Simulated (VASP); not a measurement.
# Re (P6_3/mmc) in VASP: notebook, part 2 of 2

VASP 6.6.1. Earlier steps stand in the parts before.

## Step 3: Single point, LDA (volume scaled by 1.06)

File INCAR:

```
SYSTEM = Re
ALGO     = Normal         ! electronic algorithm
EDIFF    = 1E-6           ! SCF threshold, eV
ENCUT    = 520            ! plane-wave cutoff, eV
GGA      = CA             ! functional
ISIF     = 2              ! what is computed and relaxed
ISMEAR   = -1             ! smearing method
LASPH    = .True.         ! aspherical terms in the spheres
LCHARG   = .False.        ! write CHGCAR
LREAL    = .False.        ! projectors in reciprocal space
LWAVE    = .False.        ! write WAVECAR
NBANDS   = 14             ! bands
NELM     = 60             ! most SCF steps
PREC     = Accurate       ! precision mode
SIGMA    = 0.05           ! smearing width, eV
```

File KPOINTS:

```
k-points
0
Gamma
  11 11 6
  0 0 0
```

File POSCAR:

```
Re
1.0
    2.8149470801      0.0000000000      0.0000000000
   -1.4074735401      2.4378156817      0.0000000000
    0.0000000000      0.0000000000      4.5456378849
Re
2
Direct
    0.6666666667      0.3333333333      0.7500000000
    0.3333333333      0.6666666667      0.2500000000
```

Potentials or basis: VASP PAW LDA potentials, release 64 (Re).

Command:

```
$ cat potpaw_LDA.64/Re/POTCAR > POTCAR
$ mpirun -np 1 vasp_std > vasp.out
```

It took 16 s on 1 thread of Intel Xeon Platinum 8259CL at 2.50GHz (Skylake/Cascade Lake), shared host; peak memory 0.15 GiB.

The run converged. Its results:

* Free energy: -27.3071 eV
* Pressure: -27.8 GPa
* Band gap on the k mesh: zero (band 7 reaches 8.43 eV, above the bottom of band 8 at 5.55 eV)

Stress tensor (GPa, compression positive):
```
-27.55   0.00   0.00
  0.00 -27.55   0.00
  0.00   0.00 -28.20
```

Levels at points of the mesh, in eV from the Fermi level:
```csv
k point,band 5,band 6,band 7,band 8,band 9,band 10
"(0.00, 0.00, 0.00)",-1.46,-0.70,-0.70,0.15,0.15,0.63
"(0.00, 0.00, 0.50)",-1.59,-1.59,-1.59,-1.59,2.31,2.31
```

Caveat: the cell differs from its parent crystal (volume scaled by 1.06); spin-orbit coupling is left out, which moves the levels of the heavy elements.

## Step 4: Single point, PBEsol

This run uses another cell than the first one, of 14.71 Å³/atom, 0.962 times its volume.

File INCAR:

```
SYSTEM = Re
  PREC = Accurate
  ENCUT = 520
  EDIFF = 1E-6
  ISMEAR = -1
  SIGMA = 0.05
  LREAL = .False.
  LASPH = .True.
  NELM = 80
  ALGO = Normal
  ISIF = 2
  LWAVE = .False.
  LCHARG = .False.
  GGA = PS
  NBANDS = 14
```

File KPOINTS:

```
regular mesh
0
Gamma
  11 11 6
  0 0 0
```

File POSCAR:

```
Re
1.0
    2.7608000000      0.0000000000      0.0000000000
   -1.3804000000      2.3909229348      0.0000000000
    0.0000000000      0.0000000000      4.4582000000
Re
2
Direct
    0.6666666667      0.3333333333      0.7500000000
    0.3333333333      0.6666666667      0.2500000000
```

Potentials or basis: VASP PAW PBE potentials, release 64 (Re).

Command:

```
$ cat potpaw_PBE.64/Re/POTCAR > POTCAR
$ mpirun -np 1 vasp_std > vasp.out
```

OUTCAR:

```text
SYSTEM = Re
   PREC = Accurate
   ENCUT = 520
   EDIFF = 1E-6
   ISMEAR = -1
   LREAL = .False.
   LASPH = .True.
   NELM = 80
   ISIF = 2
   GGA = PS

 ion  position               nearest neighbor table
   1  0.667  0.333  0.750-   2 2.74   2 2.74   2 2.74   2 2.74   2 2.74   2 2.74
   2  0.333  0.667  0.250-   1 2.74   1 2.74   1 2.74   1 2.74   1 2.74   1 2.74

  LATTYP: Found a hexagonal cell.
 ALAT       =     2.7608000000
 C/A-ratio  =     1.6148217908

  Lattice vectors:

 A1 = (   2.7608000000,   0.0000000000,   0.0000000000)
 A2 = (  -1.3804000000,   2.3909229348,   0.0000000000)
 A3 = (   0.0000000000,   0.0000000000,   4.4582000000)

Analysis of symmetry for initial positions (statically):
=====================================================================
 Subroutine PRICEL returns:
 Original cell was already a primitive cell.

 Routine SETGRP: Setting up the symmetry group for a
 hexagonal supercell.

 Subroutine GETGRP returns: Found 24 space group operations
 (whereof 12 operations were pure point group operations)
 out of a pool of 24 trial point group operations.

The static configuration has the point symmetry D_3d.
 The point group associated with its full space group is D_6h.

Analysis of symmetry for dynamics (positions and initial velocities):
=====================================================================
 Subroutine PRICEL returns:
 Original cell was already a primitive cell.

 Routine SETGRP: Setting up the symmetry group for a
 hexagonal supercell.

 Subroutine GETGRP returns: Found 24 space group operations
 (whereof 12 operations were pure point group operations)
 out of a pool of 24 trial point group operations.

The dynamic configuration has the point symmetry D_3d.
 The point group associated with its full space group is D_6h.

 Subroutine INISYM returns: Found 24 space group operations
 (whereof 12 operations are pure point group operations),
[... 122 lines left out ...]
   LHFCALC =     F    Hartree Fock is set to
   AEXX    =    0.0000 exact exchange contribution
   IVDW    =     0    specifies the selected vdW correction
   LEPSILON=     F    determine dielectric tensor
   LRPA    =     F    only Hartree local field effects (RPA)
 non-spin polarized calculation
  energy-cutoff  :      520.00
  volume of cell :       29.43
 maximum number of plane-waves:       808
 NGX is ok and might be reduce to    24
   NGX = 11   NGY = 11   NGZ = 17

 number of electron      14.0000000 magnetization

 Free energy of the ion-electron system (eV)
  ---------------------------------------------------
  ext. energy  EPLUGINS =         0.00000000
  ---------------------------------------------------
  free energy    TOTEN  =       -26.73586059 eV

  energy without entropy =      -26.72195379  energy(sigma->0) =      -26.72890719

 E-fermi :   7.7227     XC(G=0): -13.8196

 val. band max:        7.7057630944   @ k =   0.1818  -0.0000   0.1667
 cond. band min:       7.7697432121   @ k =   0.3636   0.1818   0.3333
 fundamental gap:      0.0639801177
 Fermi energy:         7.7226740801

 k-point     1 :       0.0000    0.0000    0.0000
  band No.  band energies     occupation
      1      -2.1806      2.00000
      2       1.0762      2.00000
      3       6.1316      2.00000
      4       6.1316      2.00000
      5       6.1334      2.00000
      6       6.9711      2.00000
      7       6.9711      2.00000
      8       7.9027      0.05322
      9       7.9027      0.05322
     10       8.3301      0.00001
     11      11.0869      0.00000
     12      11.0869      0.00000
     13      17.7138      0.00000
     14      21.8892      0.00000
[... 377 lines left out ...]
      1       0.1424      2.00000
      2       2.7877      2.00000
      3       4.1478      2.00000
      4       4.4946      2.00000
      5       5.7675      2.00000
      6       6.4556      2.00000
      7       7.0648      2.00000
      8       8.0141      0.00587
      9       8.7275      0.00000
     10       9.1201      0.00000
     11      11.4886      0.00000
     12      14.5403      0.00000
     13      18.8909      0.00000
     14      23.6727      0.00000

 [... further k-points ...]

------------------------ aborting loop because EDIFF is reached ----------------------------------------

  FORCE on cell =-STRESS in cart. coord.  units (eV):
  Direction    XX          YY          ZZ          XY          YZ          ZX
  --------------------------------------------------------------------------------------
  -------------------------------------------------------------------------------------
  Total       -0.7847355     -0.7847355     -0.7826393      0.0000000      0.0000000      0.0000000
  in kB      -42.7241895    -42.7241895    -42.6100640      0.0000000      0.0000000      0.0000000
  external PRESSURE =     -42.6861477 kB  Pullay stress =       0.0000000 kB

 VOLUME and BASIS-vectors are now :
 -----------------------------------------------------------------------------
  energy-cutoff  :      520.00
  volume of cell :       29.43
      direct lattice vectors                 reciprocal lattice vectors
     2.760800000  0.000000000  0.000000000     0.362213851  0.209124264  0.000000000
    -1.380400000  2.390922935  0.000000000     0.000000000  0.418248529  0.000000000
     0.000000000  0.000000000  4.458200000     0.000000000  0.000000000  0.224305774

 POSITION                                       TOTAL-FORCE (eV/Angst)
 -----------------------------------------------------------------------------------
      1.38040      0.79697      3.34365         0.000000     -0.000000      0.000000
     -0.00000      1.59395      1.11455        -0.000000      0.000000      0.000000
 -----------------------------------------------------------------------------------
    total drift:                               -0.000000      0.000000     -0.000000

  FREE ENERGIE OF THE ION-ELECTRON SYSTEM (eV)
  ---------------------------------------------------
  free  energy   TOTEN  =       -26.7358605898 eV

  energy  without entropy=      -26.7219537948  energy(sigma->0) =      -26.72890719
```

stdout:

```text
POSCAR found type information on POSCAR Re
 POSCAR found :  1 types and       2 ions
 scaLAPACK will be used
 -----------------------------------------------------------------------------
|                                                                             |
|                                                                             |
|     You enforced a specific xc type in the INCAR file but a different       |
|     I HOPE YOU KNOW WHAT YOU ARE DOING!                                     |
|                                                                             |
 -----------------------------------------------------------------------------

 LDA part: xc-table for (Slater+PW92), standard interpolation
 POSCAR, INCAR and KPOINTS ok, starting setup
 FFT: planning ... GRIDC
 FFT: planning ... GRID_SOFT
 FFT: planning ... GRID
 WAVECAR not read
 entering main loop
```

Run time: 16 s. Hardware: 1 thread of Intel Xeon Platinum 8559C (Emerald Rapids), shared host; peak memory 0.16 GiB.

Results:

| Item | Value |
| --- | --- |
| Free energy | -26.7359 eV |
| Pressure | -4.3 GPa |
| Band gap on the k mesh | zero (band 7 reaches 9.06 eV, above the bottom of band 8 at 6.00 eV) |

Caveat: the PAW data sets were made with another functional, which shifts forces and pressure a little; spin-orbit coupling is left out, which moves the levels of the heavy elements.

## Step 5: Summary

| level | potentials or basis | cell | gap on the mesh (eV) | pressure (GPa) |
| --- | --- | --- | --- | --- |
| LDA | VASP PAW LDA potentials, release 64 (Re) | a = 2.797, b = 2.797, c = 4.517 Å, angles 90.0, 90.0, 120.0°, 2 atoms | none | -22.2 |
| LDA | VASP PAW LDA potentials, release 64 (Re) | a = 2.815, b = 2.815, c = 4.546 Å, angles 90.0, 90.0, 120.0°, 2 atoms | none | -27.8 |
| PBEsol | VASP PAW PBE potentials, release 64 (Re) | a = 2.761, b = 2.761, c = 4.458 Å, angles 90.0, 90.0, 120.0°, 2 atoms | none | -4.3 |

Alike in all rows: task single point; no spin polarisation; k mesh 11 × 11 × 6; cutoff (eV) 520; smearing fermi-dirac 0.05 eV.

Caveats: spin-orbit coupling is left out, which moves the levels of the heavy elements; the PAW data sets were made with another functional, which shifts forces and pressure a little (some runs).

Total energies depend on the potentials used, so only differences within one code and one set of settings carry meaning.
